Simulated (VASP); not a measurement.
Here is a VASP 6.6.1 calculation.

INCAR

```
  PREC = Accurate
  ENCUT = 520
  EDIFF = 1E-7
  ISMEAR = 0
  SIGMA = 0.1
  LREAL = False
  LASPH = True
  NELM = 100
  ALGO = Fast
  ISIF = 2
  LWAVE = False
  LCHARG = False
  LDIPOL = True
  IDIPOL = 3
  DIPOL = 0.5 0.5 0.359
  GGA = PE
  IBRION = 2
  NSW = 36
  EDIFFG = -0.025
```

KPOINTS

```
Automatic mesh
0
Gamma
  10 10 1
```

Contents of POSCAR:

```
Ta3N
1.0
    2.8743098524      0.0000000000      0.0000000000
   -0.9581032841      2.7099253172      0.0000000000
    0.0000000000      0.0000000000     20.0266897040
Ta N
3 1
Selective dynamics
Direct
    0.5000000000      0.5000000000      0.1997334587  F F F
    0.0000000000      0.0000000000      0.3127671377  F F F
    0.5000000000      0.5000000000      0.4257663064  F F F
    0.8333333333      1.0000000000      0.4976703515  F F T
```

Potentials or basis: VASP PAW PBE potentials, release 64 (Ta_pv, N).

The run is started by

```sh
$ cat potpaw_PBE.64/Ta_pv/POTCAR potpaw_PBE.64/N/POTCAR > POTCAR
$ mpirun -np 1 vasp_std > vasp.out
```

**Question.** What does it give for the energy gained by relaxing?

**Answer.** 216.2 meV/atom.

**Question.** What does it give for the band gap on the k mesh?

**Answer.** Zero (bands 19 and 20 overlap by 1.71 eV).

Final structure:
```
Ta N
1.0
     2.87431    0.00000    0.00000
    -0.95810    2.70993    0.00000
     0.00000    0.00000   20.02669
Ta N
3 1
Cartesian
  0.9581 1.3550 4.0000
  0.0000 0.0000 6.2637
  0.9581 1.3550 8.5267
  2.3953 0.0000 9.6093
```

Caveat: spin-orbit coupling is left out, which moves the levels of the heavy elements.
